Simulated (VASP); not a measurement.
# BP (F-43m) in VASP: further runs

BP is run at these levels: PBE; tasks: G0W0 quasiparticle levels.

Program: VASP 6.6.1. These are calculated values, not measurements. Logs are shortened: lines on timing, memory, paths and dates and some standing lists are left out, and cuts for length are marked.

## (1) The cell of the first run

The structure is cubic, space group F-43m (No. 216). Conventional cell: a = 4.538 Å, b = 4.538 Å, c = 4.538 Å, α = 90.00°, β = 90.00°, γ = 90.00°. B (site symmetry -43m) has 4 P at 1.97 Å within 2.6 Å. P (site symmetry -43m) has 4 B at 1.97 Å within 2.6 Å.

## (2) G0W0 quasiparticle levels, PBE

The input, POSCAR:

```
BP
1.0
    0.0000000000      2.2690000000      2.2690000000
    2.2690000000      0.0000000000      2.2690000000
    2.2690000000      2.2690000000      0.0000000000
B P
1 1
Direct
    0.0000000000      0.0000000000      0.0000000000
    0.2500000000      0.2500000000      0.2500000000
```

The input, INCAR.step1:

```
SYSTEM = BP
PREC = Accurate
ENCUT = 500
EDIFF = 1E-8
ISMEAR = 0
SIGMA = 0.01
LREAL = .FALSE.
LASPH = .TRUE.
NELM = 60
ALGO = Normal
LWAVE = .TRUE.
LCHARG = .FALSE.
GGA = PE
```

The input, INCAR.step2:

```
SYSTEM = BP
PREC = Accurate
ENCUT = 500
EDIFF = 1E-8
ISMEAR = 0
SIGMA = 0.01
LREAL = .FALSE.
LASPH = .TRUE.
NELM = 1
ALGO = Exact
LWAVE = .TRUE.
LCHARG = .FALSE.
GGA = PE
NBANDS = 1279
LOPTICS = .TRUE.
ISTART = 1
```

The input, INCAR.step3:

```
SYSTEM = BP
PREC = Accurate
ENCUT = 500
EDIFF = 1E-8
ISMEAR = 0
SIGMA = 0.01
LREAL = .FALSE.
LASPH = .TRUE.
ALGO = EVGW0
LWAVE = .FALSE.
LCHARG = .FALSE.
GGA = PE
NELMGW = 1
NBANDS = 1279
ENCUTGW = 200
NOMEGA = 48
PRECFOCK = Fast
ISTART = 1
NBANDSGW = 12
```

The input, KPOINTS:

```
regular mesh
0
G
  2 2 2
  0 0 0
```

Potentials or basis: VASP PAW PBE potentials, release 64 (B_GW, P_GW).

The run is started by

```bash
$ cat potpaw_PBE.64/B_GW/POTCAR potpaw_PBE.64/P_GW/POTCAR > POTCAR
$ cp INCAR.step1 INCAR
$ mpirun -np 1 vasp_std > vasp.out
$ cp INCAR.step2 INCAR
$ mpirun -np 1 vasp_std > vasp.out
$ cp INCAR.step3 INCAR
$ mpirun -np 1 vasp_std > vasp.out
```

OUTCAR:

```text
SYSTEM = BP
   PREC = Accurate
   ENCUT = 500
   EDIFF = 1E-8
   ISMEAR = 0
   LREAL = .FALSE.
   LASPH = .TRUE.
   GGA = PE
   NELMGW = 1
   ENCUTGW = 200
   PRECFOCK = Fast
   ISTART = 1

 ion  position               nearest neighbor table
   1  0.000  0.000  0.000-   2 1.97   2 1.97   2 1.97   2 1.97
   2  0.250  0.250  0.250-   1 1.97   1 1.97   1 1.97   1 1.97

  LATTYP: Found a face centered cubic cell.
 ALAT       =     4.5380000000

  Lattice vectors:

 A1 = (   0.0000000000,   2.2690000000,   2.2690000000)
 A2 = (   2.2690000000,   0.0000000000,   2.2690000000)
 A3 = (   2.2690000000,   2.2690000000,   0.0000000000)

Analysis of symmetry for initial positions (statically):
=====================================================================
 Subroutine PRICEL returns:
 Original cell was already a primitive cell.

 Routine SETGRP: Setting up the symmetry group for a
 face centered cubic supercell.

 Subroutine GETGRP returns: Found 24 space group operations
 (whereof 24 operations were pure point group operations)
 out of a pool of 48 trial point group operations.

The static configuration has the point symmetry T_d .

Analysis of symmetry for dynamics (positions and initial velocities):
=====================================================================
 Subroutine PRICEL returns:
 Original cell was already a primitive cell.

 Routine SETGRP: Setting up the symmetry group for a
 face centered cubic supercell.

 Subroutine GETGRP returns: Found 24 space group operations
 (whereof 24 operations were pure point group operations)
 out of a pool of 48 trial point group operations.

The dynamic configuration has the point symmetry T_d .

 Subroutine INISYM returns: Found 24 space group operations
 (whereof 24 operations are pure point group operations),
 and found     1 'primitive' translations

----------------------------------------------------------------------------------------

                                     Primitive cell

[... 66 lines left out ...]
   ENCUT  =  500.0 eV  36.75 Ry    6.06 a.u.   5.85  5.85  5.85*2*pi/ulx,y,z
   NELM   =     60;   NELMIN=  2; NELMDL=  0     # of ELM steps
   EDIFF  = 0.1E-07   stopping-criterion for ELM
   LREAL  =      F    real-space projection
   EDIFFG = 0.1E-06   stopping-criterion for IOM
   NSW    =      0    number of steps for IOM
   IBRION =     -1    ionic relax: 0-MD 1-quasi-New 2-CG
   NFREE  =      0    steps in history (QN), initial steepest desc. (CG)
   ISIF   =      0    stress and relaxation
   ISYM   =      3    0-nonsym 1-usesym 2-fastsym
   POTIM  = 0.5000    time-step for ionic-motion
   TEBEG  =    0.0;   TEEND  =   0.0 temperature during run
   PSTRESS=    0.0 pullay stress
   NELECT =       8.0000    total number of electrons
   NUPDOWN=      -1.0000    fix difference up-down
   EMIN   =  10.00;   EMAX   =-10.00  energy-range for DOS
   EFERMI =   0.00;   METHOD = LEGACY
   ISMEAR =     0;   SIGMA  =   0.01  broadening in eV -4-tet -1-fermi 0-gaus
   EFERMI_NEDOS =   21; number of points for ismear=-14 and -15
   IALGO  =     38    algorithm
   IMIX   =      4    mixing-type and parameters
     AMIX     =   0.40;   BMIX     =  1.00
     AMIX_MAG =   1.60;   BMIX_MAG =  1.00
  volume/ion in A,a.u.               =      11.68        78.83
  Fermi-wavevector in a.u.,A,eV,Ry     =   1.145320  2.164342 17.847562  1.311759
  Thomas-Fermi vector in A             =   2.282009
   LORBIT       =      0    0 simple, 1 ext, 2 COOP (PROOUT), +10 PAW based schemes
   GGA     = PE    functional components
   LHFCALC =     T    Hartree Fock is set to
   PRECFOCK=fast      Normal, Fast or Accurate (Low or Medium for compatibility)
   ENCUT4O =  -1.0   cutoff for four orbital integrals eV
   NKREDX  =     1    reduce k-point grid by
   NKREDY  =     1    reduce k-point grid by
   NKREDZ  =     1    reduce k-point grid by
   AEXX    =    1.0000 exact exchange contribution
   HFSCREEN=    0.0000 screening length (either q_TF or 0.3 A-1)
   HFSCREENC=   0.0000 screening length for correlation (either q_TF or 0.3 A-1)
   ENCUTFOCK=  -1.0 apply spherical cutoff to Coloumb kernel
   IVDW    =     0    specifies the selected vdW correction
   LEPSILON=     F    determine dielectric tensor
   LRPA    =     F    only Hartree local field effects (RPA)
   LRPAFORCE           =     F    calculate RPA forces
   ENCUTGW             = 200.0    cutoff for response function in eV
   ENCUTGWSOFT         = 160.0    soft cutoff for Coulomb kernel in GW response function in eV
   ENCUTLF             =  -1.0    cutoff for local field effects
   NELMGW              =     1    number of iterations in solving QP/BSE equation
   NELMHF              =     1    number of iterations in the inner HF iteration
   NKREDLFX            =     1    NKREDLFY  =   1   NKREDLFZ  =   1
 non-spin polarized calculation
 Gauss-broadening in eV      SIGMA  =   0.01
  energy-cutoff  :      500.00
  volume of cell :       23.36
 maximum number of plane-waves:       609
 NGX is ok and might be reduce to    24
  NGX = 14; NGY = 14; NGZ = 14
   NGX = 11   NGY = 11   NGZ = 11
 maximum number of plane-waves:       169

 QP shifts <psi_nk| G(iteration)W_0 |psi_nk>: iteration 1
 for sc-GW calculations column KS-energies equals QP-energies in previous step
 and V_xc(KS)=  KS-energies - (<T + V_ion + V_H > + <T+V_H+V_ion>^1  + <V_x>^1)

 k-point   1 :       0.0000    0.0000    0.0000
  band No.  KS-energies  QP-energies   sigma(KS)   V_xc(KS)     V^pw_x(r,r')   Z            occupation Imag(sigma)

      1      -8.1016      -9.2218     -13.5286     -12.0042     -20.2185       0.7348       2.0000       1.2513
      2       7.4817       6.6992     -14.3861     -13.3950     -16.7942       0.7895       2.0000       0.1012
      3       7.4817       6.6992     -14.3861     -13.3950     -16.7942       0.7895       2.0000       0.1012
      4       7.4817       6.6992     -14.3861     -13.3950     -16.7942       0.7895       2.0000       0.1012
      5      10.7368      10.8678     -11.8366     -12.0017      -6.0463       0.7937       0.0000      -0.1137
      6      10.7368      10.8678     -11.8366     -12.0017      -6.0463       0.7937       0.0000      -0.1137
      7      10.7368      10.8678     -11.8366     -12.0017      -6.0463       0.7937       0.0000      -0.1137
      8      14.8668      14.9209     -12.6147     -12.6808      -5.3502       0.8180       0.0000      -0.3797
      9      18.8789      18.3684      -9.7682      -9.1350      -3.0251       0.8063       0.0000      -0.3497
     10      19.2954      19.5497     -11.3902     -11.7263      -4.7562       0.7566       0.0000      -0.1873
     11      19.2954      19.5497     -11.3902     -11.7263      -4.7562       0.7566       0.0000      -0.1873
     12      22.9338      22.7385      -9.9149      -9.6845      -2.5387       0.8478       0.0000      -0.8604
[... 20 lines left out ...]
      1      -3.2228      -4.1857     -13.9088     -12.6978     -18.9795       0.7952       2.0000       0.7187
      2      -1.1768      -2.2561     -13.8361     -12.3546     -18.0234       0.7286       2.0000       0.4913
      3       3.2821       2.4647     -13.5568     -12.5002     -16.6435       0.7737       2.0000       0.1794
      4       3.2821       2.4647     -13.5568     -12.5002     -16.6435       0.7737       2.0000       0.1794
      5       8.6342       8.4549     -10.8661     -10.6398      -5.3861       0.7922       0.0000      -0.0815
      6       8.9781       8.7947     -10.6758     -10.4474      -5.1543       0.8028       0.0000      -0.0953
      7      19.5330      19.9551     -12.2579     -12.8190      -4.7160       0.7524       0.0000      -0.4550
      8      19.5330      19.9551     -12.2579     -12.8190      -4.7160       0.7524       0.0000      -0.4550
      9      22.7940      23.1703     -11.8757     -12.3468      -4.1696       0.7987       0.0000      -0.5581
     10      23.7750      24.1654     -11.6013     -12.1176      -4.0134       0.7561       0.0000      -0.5790
     11      25.2378      25.4550     -12.1033     -12.3719      -4.7599       0.8088       0.0000      -0.6137
     12      25.2378      25.4550     -12.1033     -12.3719      -4.7599       0.8088       0.0000      -0.6137
```

OUTCAR.step1:

```text
SYSTEM = BP
   PREC = Accurate
   ENCUT = 500
   EDIFF = 1E-8
   ISMEAR = 0
   LREAL = .FALSE.
   LASPH = .TRUE.
[... 230 lines left out ...]
      0.00000      0.00000      0.00000         0.000000     -0.000000     -0.000000
      1.13450      1.13450      1.13450        -0.000000      0.000000      0.000000
 -----------------------------------------------------------------------------------
    total drift:                                0.000000      0.000000      0.000000

  FREE ENERGIE OF THE ION-ELECTRON SYSTEM (eV)
  ---------------------------------------------------
  free  energy   TOTEN  =       -10.0350791888 eV

  energy  without entropy=      -10.0350791888  energy(sigma->0) =      -10.03507919
```

It took 36 s on 1 thread of Intel Xeon Platinum 8259CL at 2.50GHz (Skylake/Cascade Lake), shared host; peak memory 0.34 GiB.

Results:

```
Quasiparticle gap                                   : 1.76 eV
Least direct quasiparticle gap                      : 4.17 eV
Band gap of the starting levels on the mesh         : 1.15 eV
Least direct gap of the starting levels on the mesh : 3.26 eV
```

Caveat: the k points lie up to 1.20 Å⁻¹ apart, too coarse for converged energies, forces and pressures; bands, screening cutoff and mesh are small and nothing is extrapolated, so the quasiparticle values aren't converged.

## (3) G0W0 quasiparticle levels, PBE

POSCAR is that of step 2.

The input, INCAR.step1:

```
PREC = Accurate ; ENCUT = 500
EDIFF = 1E-8 ; ISMEAR = 0
SIGMA = 0.01 ; LREAL = F
LASPH = T ; NELM = 80
ALGO = Normal ; LWAVE = T
LCHARG = F ; GGA = PE
```

The input, INCAR.step2:

```
PREC = Accurate ; ENCUT = 500
EDIFF = 1E-8 ; ISMEAR = 0
SIGMA = 0.01 ; LREAL = F
LASPH = T ; NELM = 1
ALGO = Exact ; LWAVE = T
LCHARG = F ; GGA = PE
NBANDS = 638 ; LOPTICS = T
ISTART = 1
```

The input, INCAR.step3:

```
PREC = Accurate ; ENCUT = 500
EDIFF = 1E-8 ; ISMEAR = 0
SIGMA = 0.01 ; LREAL = F
LASPH = T ; ALGO = EVGW0
LWAVE = F ; LCHARG = F
GGA = PE ; NELMGW = 1
NBANDS = 638 ; ENCUTGW = 200
NOMEGA = 48 ; PRECFOCK = Fast
ISTART = 1 ; NBANDSGW = 12
```

The input, KPOINTS:

```
regular mesh
0
Gamma
  2 2 2
```

Potentials or basis: VASP PAW PBE potentials, release 64 (B_GW, P_GW).

The run is started by

```bash
$ cat potpaw_PBE.64/B_GW/POTCAR potpaw_PBE.64/P_GW/POTCAR > POTCAR
$ cp INCAR.step1 INCAR
$ mpirun -np 1 vasp_std > vasp.out
$ cp INCAR.step2 INCAR
$ mpirun -np 1 vasp_std > vasp.out
$ cp INCAR.step3 INCAR
$ mpirun -np 1 vasp_std > vasp.out
```

OUTCAR:

```text
PREC = Accurate
   ENCUT = 500
   EDIFF = 1E-8
   ISMEAR = 0
   LREAL = F
   LASPH = T
   GGA = PE
   NELMGW = 1
   ENCUTGW = 200
   PRECFOCK = Fast
   ISTART = 1

 ion  position               nearest neighbor table
   1  0.000  0.000  0.000-   2 1.97   2 1.97   2 1.97   2 1.97
[... 179 lines left out ...]
      2       7.4817       6.6992     -14.3861     -13.3950     -16.7942       0.7895       2.0000       0.1012
      3       7.4817       6.6992     -14.3861     -13.3950     -16.7942       0.7895       2.0000       0.1012
      4       7.4817       6.6992     -14.3861     -13.3950     -16.7942       0.7895       2.0000       0.1012
      5      10.7368      10.8678     -11.8366     -12.0017      -6.0463       0.7937       0.0000      -0.1137
      6      10.7368      10.8678     -11.8366     -12.0017      -6.0463       0.7937       0.0000      -0.1137
      7      10.7368      10.8678     -11.8366     -12.0017      -6.0463       0.7937       0.0000      -0.1137
      8      14.8668      14.9209     -12.6147     -12.6808      -5.3502       0.8180       0.0000      -0.3797
      9      18.8789      18.3684      -9.7682      -9.1350      -3.0251       0.8063       0.0000      -0.3497
     10      19.2954      19.5497     -11.3902     -11.7263      -4.7562       0.7566       0.0000      -0.1873
     11      19.2954      19.5497     -11.3902     -11.7263      -4.7562       0.7566       0.0000      -0.1873
     12      22.9338      22.7385      -9.9149      -9.6845      -2.5387       0.8478       0.0000      -0.8604
[... 20 lines left out ...]
      1      -3.2228      -4.1857     -13.9088     -12.6978     -18.9795       0.7952       2.0000       0.7187
      2      -1.1768      -2.2561     -13.8361     -12.3546     -18.0234       0.7286       2.0000       0.4913
      3       3.2821       2.4647     -13.5568     -12.5002     -16.6435       0.7737       2.0000       0.1794
      4       3.2821       2.4647     -13.5568     -12.5002     -16.6435       0.7737       2.0000       0.1794
      5       8.6342       8.4549     -10.8661     -10.6398      -5.3861       0.7922       0.0000      -0.0815
      6       8.9781       8.7947     -10.6758     -10.4474      -5.1543       0.8028       0.0000      -0.0953
      7      19.5330      19.9551     -12.2579     -12.8190      -4.7160       0.7524       0.0000      -0.4550
      8      19.5330      19.9551     -12.2579     -12.8190      -4.7160       0.7524       0.0000      -0.4550
      9      22.7940      23.1703     -11.8757     -12.3468      -4.1696       0.7987       0.0000      -0.5581
     10      23.7750      24.1654     -11.6013     -12.1176      -4.0134       0.7561       0.0000      -0.5790
     11      25.2378      25.4550     -12.1033     -12.3719      -4.7599       0.8088       0.0000      -0.6137
     12      25.2378      25.4550     -12.1033     -12.3719      -4.7599       0.8088       0.0000      -0.6137
```

OUTCAR.step1:

```text
PREC = Accurate
   ENCUT = 500
   EDIFF = 1E-8
   ISMEAR = 0
   LREAL = F
   LASPH = T
[... 229 lines left out ...]
 -----------------------------------------------------------------------------------
      0.00000      0.00000      0.00000         0.000000     -0.000000     -0.000000
      1.13450      1.13450      1.13450        -0.000000      0.000000      0.000000
 -----------------------------------------------------------------------------------
    total drift:                                0.000000      0.000000      0.000000

  FREE ENERGIE OF THE ION-ELECTRON SYSTEM (eV)
  ---------------------------------------------------
  free  energy   TOTEN  =       -10.0350791888 eV

  energy  without entropy=      -10.0350791888  energy(sigma->0) =      -10.03507919
```

OUTCAR.step2:

```text
PREC = Accurate
   ENCUT = 500
   EDIFF = 1E-8
   ISMEAR = 0
   LREAL = F
[... 589 lines left out ...]
     0.00000    37.27142    37.27142    37.27142     0.00000    -0.00000     0.00000
     5.99074   -22.23175   -22.23175   -22.23175     0.00000     0.00000     0.00000
    11.98149    -5.76375    -5.76375    -5.76375    -0.00000     0.00000    -0.00000
    17.97223    -1.71362    -1.71362    -1.71362    -0.00000     0.00000    -0.00000
    23.96297    -0.57362    -0.57362    -0.57362    -0.00000     0.00000    -0.00000
    29.95371    -0.05895    -0.05895    -0.05895    -0.00000     0.00000    -0.00000
[... 92 lines left out ...]
   587.09281     0.99738     0.99738     0.99738    -0.00000     0.00000    -0.00000
   593.08356     0.99743     0.99743     0.99743    -0.00000     0.00000    -0.00000
```

Run time: 22 s. Hardware: 1 thread of Intel Xeon Platinum 8259CL at 2.50GHz (Skylake/Cascade Lake), shared host; peak memory 0.21 GiB.

Results:

```
Quasiparticle gap                                   : 1.76 eV
Least direct quasiparticle gap                      : 4.17 eV
Band gap of the starting levels on the mesh         : 1.15 eV
Least direct gap of the starting levels on the mesh : 3.26 eV
```

Caveat: the k points lie up to 1.20 Å⁻¹ apart, too coarse for converged energies, forces and pressures; bands, screening cutoff and mesh are small and nothing is extrapolated, so the quasiparticle values aren't converged.

(Continued in part 2 of 2.)
